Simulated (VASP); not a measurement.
# P in VASP: single point with r2SCAN

Aim: the single point of P with r2SCAN.

Program: VASP 6.6.1. These are calculated values, not measurements. Logs are shortened: lines on timing, memory, paths and dates and some standing lists are left out, and cuts for length are marked.

**1. The cell of the first run**

The cell holds a slab with vacuum, 4 atoms: a = 3.349 Å, b = 35.502 Å, c = 4.817 Å, α = 90.53°, β = 95.93°, γ = 85.47°.

**2. Single point, r2SCAN (atoms moved at random and the cell strained at random)**

The input, POSCAR:

```
P
1.0
    3.3418328088      0.1321955866     -0.1750002153
    1.4004479999     35.4743744779     -0.1292575223
   -0.2465665073     -0.0171910062      4.8111337957
P
4
Direct
   -0.0732497519      0.9636691547      0.5875147435
    0.0775701847      0.0279383626      0.3950370295
    0.4661905297      0.0331923367      0.0466218125
    0.5294890375      0.9752001459      0.9708264146
```

The input, INCAR.step1:

```
SYSTEM = P
ALGO = Normal
EDIFF = 1E-4
ENCUT = 520
GGA = PE
ISMEAR = 0
LASPH = .True.
LCHARG = .False.
LREAL = .False.
LWAVE = .True.
NBANDS = 18
NELM = 60
PREC = Accurate
SIGMA = 0.05
```

The input, INCAR.step2:

```
SYSTEM = P
ALGO = Normal
EDIFF = 1E-6
ENCUT = 520
ISIF = 2
ISMEAR = 0
ISTART = 1
LASPH = .True.
LCHARG = .False.
LMIXTAU = .True.
LREAL = .False.
LWAVE = .False.
METAGGA = R2SCAN
NBANDS = 18
NELM = 60
PREC = Accurate
SIGMA = 0.05
```

The input, KPOINTS:

```
k-points
0
Gamma
  8 1 6
  0 0 0
```

Potentials or basis: VASP PAW PBE potentials, release 64 (P).

Started as:

```console
$ cat potpaw_PBE.64/P/POTCAR > POTCAR
$ cp INCAR.step1 INCAR
$ mpirun -np 1 vasp_std > vasp.out
$ cp INCAR.step2 INCAR
$ mpirun -np 1 vasp_std > vasp.out
```

OUTCAR:

```text
SYSTEM = P
   EDIFF = 1E-6
   ENCUT = 520
   ISIF = 2
   ISMEAR = 0
   ISTART = 1
   LASPH = .True.
   LREAL = .False.
   METAGGA = R2SCAN
   NELM = 60
   PREC = Accurate

 ion  position               nearest neighbor table
   1  0.927  0.964  0.588-   4 2.40   2 2.58   4 2.65
   2  0.078  0.028  0.395-   3 2.25   3 2.51   1 2.58
   3  0.466  0.033  0.047-   4 2.09   2 2.25   2 2.51
   4  0.529  0.975  0.971-   3 2.09   1 2.40   1 2.65

  LATTYP: Found a triclinic cell.
 ALAT       =     3.3490218379
 B/A-ratio  =     1.4384732977
 C/A-ratio  =    10.5689037583
 COS(alpha) =     0.0005347682
 COS(beta)  =     0.0153847161
 COS(gamma) =     0.1033979512

  Lattice vectors:

 A1 = (  -3.3418328088,  -0.1321955866,   0.1750002153)
 A2 = (  -0.2465665073,  -0.0171910062,   4.8111337957)
 A3 = (  -1.9413848089,  35.3421788913,   0.0457426930)

Analysis of symmetry for initial positions (statically):
=====================================================================
 Subroutine PRICEL returns:
 Original cell was already a primitive cell.

 Routine SETGRP: Setting up the symmetry group for a
 triclinic supercell.

 Subroutine GETGRP returns: Found  1 space group operations
 (whereof  1 operations were pure point group operations)
 out of a pool of  2 trial point group operations.

The static configuration has the point symmetry C_1 .

Analysis of symmetry for dynamics (positions and initial velocities):
=====================================================================
 Subroutine PRICEL returns:
 Original cell was already a primitive cell.

 Routine SETGRP: Setting up the symmetry group for a
 triclinic supercell.

 Subroutine GETGRP returns: Found  1 space group operations
 (whereof  1 operations were pure point group operations)
 out of a pool of  2 trial point group operations.

The dynamic configuration has the point symmetry C_1 .

 Subroutine INISYM returns: Found  1 space group operations
 (whereof  1 operations are pure point group operations),
 and found     1 'primitive' translations

----------------------------------------------------------------------------------------

                                     Primitive cell

  volume of cell :     567.9368

  direct lattice vectors                    reciprocal lattice vectors
     3.341832809  0.132195587 -0.175000215     0.300508346 -0.011807427  0.015358607
     1.400448000 35.474374478 -0.129257522    -0.001114565  0.028233522  0.000043763
    -0.246566507 -0.017191006  4.811133796     0.010900748  0.000329048  0.208411044

  length of vectors
     3.349021838 35.502242277  4.817478487     0.301132144  0.028255547  0.208696185

  position of ions in fractional coordinates (direct lattice)
     0.926750248  0.963669155  0.587514744
     0.077570185  0.027938363  0.395037030
     0.466190530  0.033192337  0.046621812
     0.529489037  0.975200146  0.970826415

  ion indices of the primitive-cell ions
   primitive index   ion index
                 1           1
                 2           2
                 3           3
                 4           4

----------------------------------------------------------------------------------------

 KPOINTS: k-points

Automatic generation of k-mesh.
 Grid dimensions read from file:
 generate k-points for:    8    1    6

 Generating k-lattice:

  Cartesian coordinates                     Fractional coordinates (reciprocal lattice)
     0.037563543 -0.001475928  0.001919826     0.125000000 -0.000000000  0.000000000
    -0.001114565  0.028233522  0.000043763     0.000000000  1.000000000 -0.000000000
     0.001816791  0.000054841  0.034735174     0.000000000  0.000000000  0.166666667

  Length of vectors
     0.037641518  0.028255547  0.034782698

  Shift w.r.t. Gamma in fractional coordinates (k-lattice)
     0.000000000  0.000000000  0.000000000

 Subroutine IBZKPT returns following result:
 ===========================================

 Found     26 irreducible k-points:

 Following reciprocal coordinates:
            Coordinates               Weight
  0.000000  0.000000  0.000000      1.000000
  0.125000 -0.000000  0.000000      2.000000
  0.250000 -0.000000  0.000000      2.000000
  0.375000  0.000000  0.000000      2.000000
  0.500000 -0.000000  0.000000      1.000000
  0.000000 -0.000000  0.166667      2.000000
[... 16 lines left out ...]
  0.125000 -0.000000  0.500000      2.000000
  0.250000 -0.000000  0.500000      2.000000
 [... further k-points ...]
   k-points           NKPTS =     26   k-points in BZ     NKDIM =     26   number of bands    NBANDS=     18
   number of dos      NEDOS =    301   number of ions     NIONS =      4
   total plane-waves  NPLWV = 272160
   dimension x,y,z NGX =    28 NGY =  270 NGZ =   36
   dimension x,y,z NGXF=    56 NGYF=  540 NGZF=   72
   ions per type =               4
   NGX,Y,Z   is equivalent  to a cutoff of  13.90, 12.64, 12.42 a.u.
   NGXF,Y,Z  is equivalent  to a cutoff of  27.80, 25.29, 24.85 a.u.
 SYSTEM =  P
   PREC   = accura    normal or accurate (medium, high low for compatibility)
   ISTART =      1    job   : 0-new  1-cont  2-samecut
   ICHARG =      0    charge: 1-file 2-atom 10-const
   ISPIN  =      1    spin polarized calculation?
   LNONCOLLINEAR =      F non collinear calculations
   LSORBIT =      F    spin-orbit coupling
   LASPH  =      T    aspherical Exc in radial PAW
   ENCUT  =  520.0 eV  38.22 Ry    6.18 a.u.   6.23 66.01  8.96*2*pi/ulx,y,z
   NELM   =     60;   NELMIN=  2; NELMDL=  0     # of ELM steps
   EDIFF  = 0.1E-05   stopping-criterion for ELM
   LREAL  =      F    real-space projection
   EDIFFG = 0.1E-04   stopping-criterion for IOM
   NSW    =      0    number of steps for IOM
   IBRION =     -1    ionic relax: 0-MD 1-quasi-New 2-CG
   NFREE  =      0    steps in history (QN), initial steepest desc. (CG)
   ISIF   =      2    stress and relaxation
   ISYM   =      2    0-nonsym 1-usesym 2-fastsym
   POTIM  = 0.5000    time-step for ionic-motion
   TEBEG  =    0.0;   TEEND  =   0.0 temperature during run
   PSTRESS=    0.0 pullay stress
   NELECT =      20.0000    total number of electrons
   NUPDOWN=      -1.0000    fix difference up-down
   EMIN   =  10.00;   EMAX   =-10.00  energy-range for DOS
   EFERMI =   0.00;   METHOD = LEGACY
   ISMEAR =     0;   SIGMA  =   0.05  broadening in eV -4-tet -1-fermi 0-gaus
   EFERMI_NEDOS =   21; number of points for ismear=-14 and -15
   IALGO  =     38    algorithm
   IMIX   =      4    mixing-type and parameters
     AMIX     =   0.40;   BMIX     =  1.00
     AMIX_MAG =   1.60;   BMIX_MAG =  1.00
  volume/ion in A,a.u.               =     141.98       958.16
  Fermi-wavevector in a.u.,A,eV,Ry     =   0.536601  1.014029  3.917671  0.287941
  Thomas-Fermi vector in A             =   1.561995
   LORBIT       =      0    0 simple, 1 ext, 2 COOP (PROOUT), +10 PAW based schemes
   METAGGA = R2SCAN    functional components
   LHFCALC =     F    Hartree Fock is set to
   AEXX    =    0.0000 exact exchange contribution
   IVDW    =     0    specifies the selected vdW correction
   LEPSILON=     F    determine dielectric tensor
   LRPA    =     F    only Hartree local field effects (RPA)
 non-spin polarized calculation
 Gauss-broadening in eV      SIGMA  =   0.05
  energy-cutoff  :      520.00
  volume of cell :      567.94
 maximum number of plane-waves:     15361
 NGX is ok and might be reduce to    28
   NGX = 13   NGY =131   NGZ = 17

 number of electron      20.0000000 magnetization

 Free energy of the ion-electron system (eV)
  ---------------------------------------------------
  ext. energy  EPLUGINS =         0.00000000
  ---------------------------------------------------
  free energy    TOTEN  =       -33.79900435 eV

  energy without entropy =      -33.79665552  energy(sigma->0) =      -33.79782994

 E-fermi :  -3.4630     XC(G=0):  -1.6995

 val. band max:       -3.4668897834   @ k =  -0.3750  -0.0000   0.1667
 cond. band min:      -3.4589445051   @ k =   0.0000  -0.0000   0.3333
 fundamental gap:      0.0079452784
 Fermi energy:        -3.4629762046

 k-point     1 :       0.0000    0.0000    0.0000
  band No.  band energies     occupation
      1     -18.5843      2.00000
      2     -15.4535      2.00000
      3     -13.3087      2.00000
      4      -9.6431      2.00000
      5      -8.5153      2.00000
      6      -8.3152      2.00000
[... 10 lines left out ...]
     17       1.5547      0.00000
     18       1.6407      0.00000

 k-point     2 :       0.1250   -0.0000    0.0000
  band No.  band energies     occupation
      1     -18.4121      2.00000
      2     -15.2760      2.00000
      3     -13.3349      2.00000
      4      -9.6418      2.00000
      5      -8.4975      2.00000
      6      -8.1608      2.00000
[... 10 lines left out ...]
     17       1.7143      0.00000
     18       1.8243      0.00000

 k-point     3 :       0.2500   -0.0000    0.0000
  band No.  band energies     occupation
      1     -17.9141      2.00000
      2     -14.7805      2.00000
      3     -13.5272      2.00000
      4     -10.0307      2.00000
      5      -8.4592      2.00000
      6      -7.9809      2.00000
[... 10 lines left out ...]
     17       2.2864      0.00000
     18       2.3927      0.00000

 k-point     4 :       0.3750    0.0000    0.0000
  band No.  band energies     occupation
      1     -17.1801      2.00000
      2     -14.5329      2.00000
      3     -13.5535      2.00000
      4     -11.1344      2.00000
      5      -8.5023      2.00000
      6      -7.9991      2.00000
[... 375 lines left out ...]
      4     -12.1290      2.00000
      5      -7.3563      2.00000
      6      -6.3475      2.00000
[... 10 lines left out ...]
     17       2.2593      0.00000
     18       2.8779      0.00000

 k-point    23 :       0.1250   -0.0000    0.5000
  band No.  band energies     occupation
      1     -17.8614      2.00000
      2     -16.1730      2.00000
      3     -12.7032      2.00000
      4     -12.0248      2.00000
      5      -7.3455      2.00000
      6      -7.0864      2.00000
[... 10 lines left out ...]
     17       2.8152      0.00000
     18       2.9746      0.00000

 k-point    24 :       0.2500   -0.0000    0.5000
  band No.  band energies     occupation
      1     -17.4157      2.00000
      2     -15.6848      2.00000
      3     -12.7041      2.00000
      4     -11.7803      2.00000
      5      -8.5361      2.00000
      6      -7.6521      2.00000
[... 10 lines left out ...]
     17       3.1028      0.00000
     18       3.4027      0.00000

 [... further k-points ...]

------------------------ aborting loop because EDIFF is reached ----------------------------------------

  FORCE on cell =-STRESS in cart. coord.  units (eV):
  Direction    XX          YY          ZZ          XY          YZ          ZX
  --------------------------------------------------------------------------------------
  -------------------------------------------------------------------------------------
  Total       -2.6741245     -0.3777401     -7.2709353     -2.5643447      1.8314129     -0.7264303
  in kB       -7.5438355     -1.0656232    -20.5116630     -7.2341413      5.1665050     -2.0492954
  external PRESSURE =      -9.7070406 kB  Pullay stress =       0.0000000 kB

 VOLUME and BASIS-vectors are now :
 -----------------------------------------------------------------------------
  energy-cutoff  :      520.00
  volume of cell :      567.94
      direct lattice vectors                 reciprocal lattice vectors
     3.341832809  0.132195587 -0.175000215     0.300508346 -0.011807427  0.015358607
     1.400448000 35.474374478 -0.129257522    -0.001114565  0.028233522  0.000043763
    -0.246566507 -0.017191006  4.811133796     0.010900748  0.000329048  0.208411044

 POSITION                                       TOTAL-FORCE (eV/Angst)
 -----------------------------------------------------------------------------------
      4.30175     34.29797      2.53987         1.290005      1.614936      1.741257
      0.20095      0.99456      1.88339        -1.826088     -0.402818     -0.691051
      1.59292      1.23830      0.13843         0.719488      0.564290      1.874801
      2.89581     34.64792      4.45206        -0.183406     -1.776409     -2.925007
 -----------------------------------------------------------------------------------
    total drift:                                0.000021      0.000032      0.000240

  FREE ENERGIE OF THE ION-ELECTRON SYSTEM (eV)
  ---------------------------------------------------
  free  energy   TOTEN  =       -33.7990043497 eV

  energy  without entropy=      -33.7966555237  energy(sigma->0) =      -33.79782994
```

Run time: 15 min. Hardware: 1 thread of Intel Xeon 6975P-C (Granite Rapids), shared host; peak memory 0.77 GiB.

Results:

```yaml
Free_energy: -33.7990 eV
Largest_force: 3.427 eV/Å
Band_gap_on_the_k_mesh: zero (bands 10 and 11 overlap by 0.01 eV)
```

Forces in eV/Å, atoms in the order of the input:
```
P    1.290  1.615  1.741
P   -1.826 -0.403 -0.691
P    0.719  0.564  1.875
P   -0.183 -1.776 -2.925
```

Caveat: the cell differs from its parent crystal (atoms moved at random and the cell strained at random); there is no dipole correction, which matters where the two faces differ; the PAW data sets were made with another functional, which shifts forces and pressure a little.
